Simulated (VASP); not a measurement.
# Si (C2/c) in VASP: a series of runs

Runs on Si. Level: LDA. Tasks: single point.

Program: VASP 6.6.1. These are calculated values, not measurements. Logs are shortened: lines on timing, memory, paths and dates and some standing lists are left out, and cuts for length are marked.

**1. The cell of the first run**

The structure is monoclinic, space group C2/c (No. 15). Conventional cell: a = 5.402 Å, b = 5.546 Å, c = 3.871 Å, α = 90.00°, β = 134.25°, γ = 90.00°. Si (site symmetry 2) has 4 Si at 2.31 to 2.45 Å within 3.1 Å.

**2. Single point, LDA**

INCAR

```
SYSTEM = Si
  PREC = Accurate
  ENCUT = 520
  EDIFF = 1E-6
  ISMEAR = 0
  SIGMA = 0.05
  LREAL = .False.
  LASPH = .True.
  NELM = 60
  ALGO = Normal
  ISIF = 2
  LWAVE = .False.
  LCHARG = .True.
  LELF = .True.
  LVHAR = .True.
  NBANDS = 11
```

KPOINTS

```
regular mesh
0
Gamma
  12 12 12
  0 0 0
```

POSCAR

```
Si
1.0
    0.0000000000      2.7730895811      2.7009735863
    2.7730895811      0.0000000000      2.7009735863
    2.7730895811      2.7730895811      0.0000000000
Si
2
Direct
    0.5111071060      0.4888928940      0.4888928940
    0.7388928940      0.7611071060      0.7611071060
```

Potentials or basis: VASP PAW LDA potentials, release 64 (Si).

On the command line:

```console
> cat potpaw_LDA.64/Si/POTCAR > POTCAR
> mpirun -np 1 vasp_std > vasp.out
```

OUTCAR:

```text
SYSTEM = Si
   PREC = Accurate
   ENCUT = 520
   EDIFF = 1E-6
   ISMEAR = 0
   LREAL = .False.
   LASPH = .True.
   NELM = 60
   ISIF = 2

 ion  position               nearest neighbor table
   1  0.511  0.489  0.489-   2 2.31   2 2.31   2 2.45   2 2.45
   2  0.739  0.761  0.761-   1 2.31   1 2.31   1 2.45   1 2.45

  LATTYP: Found a body centered tetragonal cell.
 ALAT       =     3.9217408953
 C/A-ratio  =     1.3774360206

  Lattice vectors:

 A1 = (   0.0000000000,  -2.7730895811,  -2.7009735863)
 A2 = (   0.0000000000,   2.7730895811,  -2.7009735863)
 A3 = (   2.7730895811,   0.0000000000,   2.7009735863)

Analysis of symmetry for initial positions (statically):
=====================================================================
 Subroutine PRICEL returns:
 Original cell was already a primitive cell.

 Routine SETGRP: Setting up the symmetry group for a
 body centered tetragonal supercell.

 Subroutine GETGRP returns: Found  4 space group operations
 (whereof  2 operations were pure point group operations)
 out of a pool of 16 trial point group operations.

The static configuration has the point symmetry C_2 .
 The point group associated with its full space group is C_2h.

Analysis of symmetry for dynamics (positions and initial velocities):
=====================================================================
 Subroutine PRICEL returns:
 Original cell was already a primitive cell.

 Routine SETGRP: Setting up the symmetry group for a
 body centered tetragonal supercell.

 Subroutine GETGRP returns: Found  4 space group operations
 (whereof  2 operations were pure point group operations)
 out of a pool of 16 trial point group operations.

The dynamic configuration has the point symmetry C_2 .
 The point group associated with its full space group is C_2h.

 Subroutine INISYM returns: Found  4 space group operations
 (whereof  2 operations are pure point group operations),
 and found     1 'primitive' translations

----------------------------------------------------------------------------------------

                                     Primitive cell

  volume of cell :      41.5411

  direct lattice vectors                    reciprocal lattice vectors
     0.000000000  2.773089581  2.700973586    -0.180304309  0.180304309  0.185118434
     2.773089581  0.000000000  2.700973586     0.180304309 -0.180304309  0.185118434
     2.773089581  2.773089581  0.000000000     0.180304309  0.180304309 -0.185118434

  length of vectors
     3.871083070  3.871083070  3.921740895     0.315100178  0.315100178  0.315100178

  position of ions in fractional coordinates (direct lattice)
     0.511107106  0.488892894  0.488892894
     0.738892894  0.761107106  0.761107106

  ion indices of the primitive-cell ions
   primitive index   ion index
                 1           1
                 2           2

----------------------------------------------------------------------------------------

 KPOINTS: regular mesh

Automatic generation of k-mesh.
 Grid dimensions read from file:
 generate k-points for:   12   12   12

 Generating k-lattice:

  Cartesian coordinates                     Fractional coordinates (reciprocal lattice)
    -0.015025359  0.015025359  0.015426536     0.083333333  0.000000000  0.000000000
     0.015025359 -0.015025359  0.015426536     0.000000000  0.083333333  0.000000000
     0.015025359  0.015025359 -0.015426536    -0.000000000 -0.000000000  0.083333333

  Length of vectors
     0.026258348  0.026258348  0.026258348

  Shift w.r.t. Gamma in fractional coordinates (k-lattice)
     0.000000000  0.000000000  0.000000000

 Subroutine IBZKPT returns following result:
 ===========================================

 Found    476 irreducible k-points:

 Following reciprocal coordinates:
            Coordinates               Weight
  0.000000  0.000000  0.000000      1.000000
  0.083333  0.000000  0.000000      4.000000
  0.000000  0.000000 -0.083333      4.000000
  0.166667  0.000000  0.000000      4.000000
  0.000000  0.000000 -0.166667      4.000000
  0.250000  0.000000  0.000000      4.000000
[... 16 lines left out ...]
  0.500000  0.083333  0.000000      4.000000
  0.083333  0.083333 -0.416667      4.000000
 [... further k-points ...]
   k-points           NKPTS =    476   k-points in BZ     NKDIM =    476   number of bands    NBANDS=     11
   number of dos      NEDOS =    301   number of ions     NIONS =      2
   total plane-waves  NPLWV =  27000
   dimension x,y,z NGX =    30 NGY =   30 NGZ =   30
   dimension x,y,z NGXF=    60 NGYF=   60 NGZF=   60
   ions per type =               2
   NGX,Y,Z   is equivalent  to a cutoff of  12.88, 12.88, 12.72 a.u.
   NGXF,Y,Z  is equivalent  to a cutoff of  25.77, 25.77, 25.43 a.u.
 SYSTEM =  Si
   PREC   = accura    normal or accurate (medium, high low for compatibility)
   ISTART =      0    job   : 0-new  1-cont  2-samecut
   ICHARG =      2    charge: 1-file 2-atom 10-const
   ISPIN  =      1    spin polarized calculation?
   LNONCOLLINEAR =      F non collinear calculations
   LSORBIT =      F    spin-orbit coupling
   LASPH  =      T    aspherical Exc in radial PAW
   ENCUT  =  520.0 eV  38.22 Ry    6.18 a.u.   7.20  7.20  7.29*2*pi/ulx,y,z
   NELM   =     60;   NELMIN=  2; NELMDL= -5     # of ELM steps
   EDIFF  = 0.1E-05   stopping-criterion for ELM
   LREAL  =      F    real-space projection
   EDIFFG = 0.1E-04   stopping-criterion for IOM
   NSW    =      0    number of steps for IOM
   IBRION =     -1    ionic relax: 0-MD 1-quasi-New 2-CG
   NFREE  =      0    steps in history (QN), initial steepest desc. (CG)
   ISIF   =      2    stress and relaxation
   ISYM   =      2    0-nonsym 1-usesym 2-fastsym
   POTIM  = 0.5000    time-step for ionic-motion
   TEBEG  =    0.0;   TEEND  =   0.0 temperature during run
   PSTRESS=    0.0 pullay stress
   NELECT =       8.0000    total number of electrons
   NUPDOWN=      -1.0000    fix difference up-down
   EMIN   =  10.00;   EMAX   =-10.00  energy-range for DOS
   EFERMI =   0.00;   METHOD = LEGACY
   ISMEAR =     0;   SIGMA  =   0.05  broadening in eV -4-tet -1-fermi 0-gaus
   EFERMI_NEDOS =   21; number of points for ismear=-14 and -15
   IALGO  =     38    algorithm
   IMIX   =      4    mixing-type and parameters
     AMIX     =   0.40;   BMIX     =  1.00
     AMIX_MAG =   1.60;   BMIX_MAG =  1.00
  volume/ion in A,a.u.               =      20.77       140.17
  Fermi-wavevector in a.u.,A,eV,Ry     =   0.945392  1.786533 12.160436  0.893767
  Thomas-Fermi vector in A             =   2.073290
   LORBIT       =      0    0 simple, 1 ext, 2 COOP (PROOUT), +10 PAW based schemes
   GGA     = CA    functional components
   LHFCALC =     F    Hartree Fock is set to
   AEXX    =    0.0000 exact exchange contribution
   IVDW    =     0    specifies the selected vdW correction
   LEPSILON=     F    determine dielectric tensor
   LRPA    =     F    only Hartree local field effects (RPA)
 non-spin polarized calculation
 Gauss-broadening in eV      SIGMA  =   0.05
  energy-cutoff  :      520.00
  volume of cell :       41.54
 maximum number of plane-waves:      1134
 NGX is ok and might be reduce to    30
   NGX = 15   NGY = 15   NGZ = 15

 number of electron       8.0000000 magnetization

 Free energy of the ion-electron system (eV)
  ---------------------------------------------------
  ext. energy  EPLUGINS =         0.00000000
  ---------------------------------------------------
  free energy    TOTEN  =       -11.79148552 eV

  energy without entropy =      -11.79135927  energy(sigma->0) =      -11.79142240

 E-fermi :   5.8445     XC(G=0):  -9.4705

 val. band max:        5.8394016659   @ k =   0.0000   0.5000   0.5000
 cond. band min:       5.8730298674   @ k =  -0.0000  -0.0833   0.0833
 fundamental gap:      0.0336282015
 Fermi energy:         5.8444752173

 k-point     1 :       0.0000    0.0000    0.0000
  band No.  band energies     occupation
      1      -6.3270      2.00000
      2       4.8449      2.00000
      3       5.3774      2.00000
      4       6.0163      0.00000
      5       7.5362      0.00000
      6       7.8826      0.00000
      7       8.1683      0.00000
      8       8.2441      0.00000
      9      12.8839      0.00000
     10      12.9177      0.00000
     11      13.3333      0.00000

 k-point     2 :       0.0833    0.0000    0.0000
  band No.  band energies     occupation
      1      -6.2408      2.00000
      2       4.6905      2.00000
      3       4.7689      2.00000
      4       5.5472      2.00000
      5       7.6033      0.00000
      6       7.9897      0.00000
      7       8.4144      0.00000
      8       9.0046      0.00000
      9      12.6823      0.00000
     10      13.0449      0.00000
     11      13.3133      0.00000

 k-point     3 :       0.0000    0.0000   -0.0833
  band No.  band energies     occupation
      1      -6.2373      2.00000
      2       4.1764      2.00000
      3       5.1158      2.00000
      4       5.8086      1.68979
      5       7.7948      0.00000
      6       7.9427      0.00000
      7       8.2801      0.00000
      8       8.9315      0.00000
      9      12.6108      0.00000
     10      12.9701      0.00000
     11      13.3094      0.00000
[... 267 lines left out ...]
 k-point    23 :       0.5000    0.0833    0.0000
  band No.  band energies     occupation
      1      -4.1718      2.00000
      2      -1.0422      2.00000
      3       3.4347      2.00000
      4       4.1448      2.00000
      5       7.0516      0.00000
      6       8.4332      0.00000
      7       9.0356      0.00000
      8      12.8815      0.00000
      9      14.2086      0.00000
     10      16.0823      0.00000
     11      16.6040      0.00000

 k-point    24 :       0.0833    0.0833   -0.4167
  band No.  band energies     occupation
      1      -3.9065      2.00000
      2      -1.6343      2.00000
      3       3.7066      2.00000
      4       4.1586      2.00000
      5       7.2102      0.00000
      6       8.5706      0.00000
      7       9.3623      0.00000
      8      13.0732      0.00000
      9      13.8805      0.00000
     10      15.6217      0.00000
     11      16.3064      0.00000

 [... further k-points ...]

------------------------ aborting loop because EDIFF is reached ----------------------------------------

  FORCE on cell =-STRESS in cart. coord.  units (eV):
  Direction    XX          YY          ZZ          XY          YZ          ZX
  --------------------------------------------------------------------------------------
  -------------------------------------------------------------------------------------
  Total       -1.3812220     -1.1820825     -0.5951811      0.0000000     -0.9610979      0.0000000
  in kB      -53.2716224    -45.5911190    -22.9552253      0.0000000    -37.0680772      0.0000000
  external PRESSURE =     -40.6059889 kB  Pullay stress =       0.0000000 kB

 VOLUME and BASIS-vectors are now :
 -----------------------------------------------------------------------------
  energy-cutoff  :      520.00
  volume of cell :       41.54
      direct lattice vectors                 reciprocal lattice vectors
     0.000000000  2.773089581  2.700973586    -0.180304309  0.180304309  0.185118434
     2.773089581  0.000000000  2.700973586     0.180304309 -0.180304309  0.185118434
     2.773089581  2.773089581  0.000000000     0.180304309  0.180304309 -0.185118434

 POSITION                                       TOTAL-FORCE (eV/Angst)
 -----------------------------------------------------------------------------------
      2.71149      2.77309      2.70097         1.467209      0.000000      0.000000
      4.22124      4.15963      4.05146        -1.467209     -0.000000     -0.000000
 -----------------------------------------------------------------------------------
    total drift:                               -0.000000     -0.000000      0.000000

  FREE ENERGIE OF THE ION-ELECTRON SYSTEM (eV)
  ---------------------------------------------------
  free  energy   TOTEN  =       -11.7914855192 eV

  energy  without entropy=      -11.7913592740  energy(sigma->0) =      -11.79142240
```

It took 73 s on 1 thread of Intel Xeon 6975P-C (Granite Rapids), shared host; peak memory 0.27 GiB.

Results:

* Free energy: -11.7915 eV
* Pressure: -4.1 GPa
* Largest force: 1.467 eV/Å
* Band gap on the k mesh: zero (band 4 reaches 6.02 eV, above the bottom of band 5 at 5.75 eV)

Forces on the atoms (eV/Å):
```
Si   1.467  0.000  0.000
Si  -1.467  0.000  0.000
```

Stress tensor (GPa, compression positive):
```
-5.33  0.00  0.00
 0.00 -4.56 -3.71
 0.00 -3.71 -2.30
```

Caveat: forces of over 1 eV/Å act on the atoms, so gaps and moduli don't describe the material at rest.

**3. Single point, LDA**

INCAR

```
SYSTEM = Si
PREC = Accurate
ENCUT = 520
EDIFF = 1E-7
ISMEAR = 0
SIGMA = 0.05
LREAL = .FALSE.
LASPH = .TRUE.
NELM = 80
ALGO = Normal
ISIF = 2
LWAVE = .FALSE.
LCHARG = .FALSE.
GGA = CA
NBANDS = 11
```

KPOINTS

```
regular mesh
0
G
  12 12 12
  0 0 0
```

POSCAR

```
Si
1.0
    0.0000000000      2.7730895811      2.7009735863
    2.7730895811      0.0000000000      2.7009735863
    2.7730895811      2.7730895811      0.0000000000
Si
2
Direct
    0.5088856848      0.4911143152      0.4911143152
    0.7411143152      0.7588856848      0.7588856848
```

Potentials or basis: VASP PAW LDA potentials, release 64 (Si).

On the command line:

```console
> cat potpaw_LDA.64/Si/POTCAR > POTCAR
> mpirun -np 1 vasp_std > vasp.out
```

Wall time 74 s (1 thread of Intel Xeon 6975P-C (Granite Rapids), shared host); peak memory 0.27 GiB.

It converged, with:

```yaml
Free_energy: -11.8242 eV
Pressure: -4.2 GPa
Largest_force: 1.187 eV/Å
Band_gap_on_the_k_mesh: zero (band 4 reaches 5.90 eV, above the bottom of band 5 at 5.76 eV)
```

Forces in eV/Å, atoms in the order of the input:
```
Si   1.187  0.000  0.000
Si  -1.187  0.000  0.000
```

Stress tensor (GPa, compression positive):
```
-5.32  0.00  0.00
 0.00 -4.84 -2.93
 0.00 -2.93 -2.53
```

Levels at points of the mesh, in eV from the Fermi level:
| k point | band 2 | band 3 | band 4 | band 5 | band 6 | band 7 |
| --- | --- | --- | --- | --- | --- | --- |
| (0.00, 0.00, 0.00) | -0.83 | -0.42 | 0.11 | 1.82 | 2.11 | 2.39 |
| (0.50, 0.00, 0.00) | -6.98 | -1.83 | -1.38 | 0.80 | 2.48 | 3.19 |
| (0.00, 0.00, 0.50) | -7.46 | -1.80 | -1.19 | 0.95 | 2.75 | 3.27 |
| (0.50, 0.50, 0.00) | -8.01 | -3.26 | -3.26 | 0.13 | 0.13 | 9.28 |
| (0.50, 0.00, 0.50) | -8.16 | -3.06 | -3.06 | 0.33 | 0.33 | 9.23 |
| (0.00, 0.50, 0.50) | -7.83 | -3.26 | -2.93 | 0.11 | 0.58 | 9.11 |

Caveat: forces of over 1 eV/Å act on the atoms, so gaps and moduli don't describe the material at rest.
